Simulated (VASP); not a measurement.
Set up this calculation in VASP 6.6.1, as the native input.

```
Task                   : single point
Functional             : PBE
Potentials or basis    : VASP PAW PBE potentials, release 64 (Cr_pv)
Cutoff                 : 520 eV
k mesh                 : 9 × 9 × 5
Occupations            : fermi-dirac, width 0.05 eV
Spin                   : collinear spin, ferromagnetic start
Starting moments       : [4.5, 4.5] μB
Fixed moment           : 9 μB
Dipole correction      : no
Further INCAR settings : ALGO = Normal; EDIFF = 1e-06; NBANDS = 23
```

The structure of Cr lies in POSCAR:

```
Cr
1.0
    2.7140000000      0.0000000000      0.0000000000
   -1.3570000000      2.3503929459      0.0000000000
    0.0000000000      0.0000000000      4.4100000000
Cr
2
Direct
    0.6666666667      0.3333333333      0.7500000000
    0.3333333333      0.6666666667      0.2500000000
```

One way to write it, as run:

INCAR

```
SYSTEM = Cr
PREC     = Accurate       ! precision mode
ENCUT    = 520            ! plane-wave cutoff, eV
EDIFF    = 1E-6           ! SCF threshold, eV
ISMEAR   = -1             ! smearing method
SIGMA    = 0.05           ! smearing width, eV
LREAL    = .False.        ! projectors in reciprocal space
LASPH    = .True.         ! aspherical terms in the spheres
NELM     = 150            ! most SCF steps
ALGO     = Normal         ! electronic algorithm
ISIF     = 2              ! what is computed and relaxed
LWAVE    = .False.        ! write WAVECAR
LCHARG   = .False.        ! write CHGCAR
ISPIN    = 2              ! spin polarisation
MAGMOM   = 4.5 4.5        ! initial moments
LORBIT   = 11             ! projections on sites
NUPDOWN  = 9.0            ! fixed moment
LMAXMIX  = 4              ! l up to which the mixer works
GGA      = PE             ! functional
NBANDS   = 23             ! bands
```

KPOINTS

```
Automatic mesh
0
Gamma
  9 9 5
  0 0 0
```

Potentials or basis: VASP PAW PBE potentials, release 64 (Cr_pv).

Command:

```bash
$ cat potpaw_PBE.64/Cr_pv/POTCAR > POTCAR
$ mpirun -np 1 vasp_std > vasp.out
```

It gave:

```json
{"Pressure": "51.2 GPa", "Net moment": "9.00 μB per cell", "Site moments": "Cr +4.00 μB", "Valence electrons inside the program's atomic spheres": "Cr 10.84"}
```

Caveat: the total moment is fixed, so each spin has its own Fermi level.

It took 31 s on 1 thread of Intel(R) Xeon(R) Platinum 8559C (Emerald Rapids) (shared host), peak memory 0.16 GiB.
